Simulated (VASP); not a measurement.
Runs of VASP 6.6.1 on Rh. The structure is that of space group P6_3/mmc (No. 194), or close to it. The cells are those of the table. This isn't the form of Rh at room conditions, which is fcc.

```csv
cell,gap on the mesh (eV),pressure (GPa)
"a = 2.772, b = 2.772, c = 4.296 Å, angles 90.0, 90.0, 120.0°, 2 atoms",none,-12.9
"a = 2.649, b = 2.649, c = 4.296 Å, angles 90.0, 90.0, 120.0°, 2 atoms",none,12.1
"a = 2.690, b = 2.690, c = 4.362 Å, angles 90.0, 90.0, 120.0°, 2 atoms",none,-2.4
"a = 2.690, b = 2.690, c = 4.495 Å, angles 90.0, 90.0, 120.0°, 2 atoms",none,-9.9
"a = 2.690, b = 2.690, c = 4.428 Å, angles 90.0, 90.0, 120.0°, 2 atoms",none,-6.4
"a = 2.690, b = 2.690, c = 4.561 Å, angles 90.0, 90.0, 120.0°, 2 atoms",none,(b)
"a = 2.649, b = 2.649, c = 4.428 Å, angles 90.0, 90.0, 120.0°, 2 atoms",none,(a)
"a = 2.649, b = 2.649, c = 4.561 Å, angles 90.0, 90.0, 120.0°, 2 atoms",none,(c)
```

Alike in all rows: task single point; level PBEsol; potentials or basis VASP PAW PBE potentials, release 64 (Rh_pv); no spin polarisation; k mesh 18 × 18 × 12; cutoff (eV) 500; smearing gaussian 0.15 eV.

**Question.** Fill in the values left out.

**Answer.** (a) 2.4; (b) -13.0; (c) -5.2.

Caveats: the PAW data sets were made with another functional, which shifts forces and pressure a little; the cell stands under tension (at least some runs); the cell stands under pressure (at least some runs).

A k mesh can miss the band edges, and the runs leave out spin-orbit coupling on Rh.

A gap of «none» marks levels without a gap at the run's occupations.
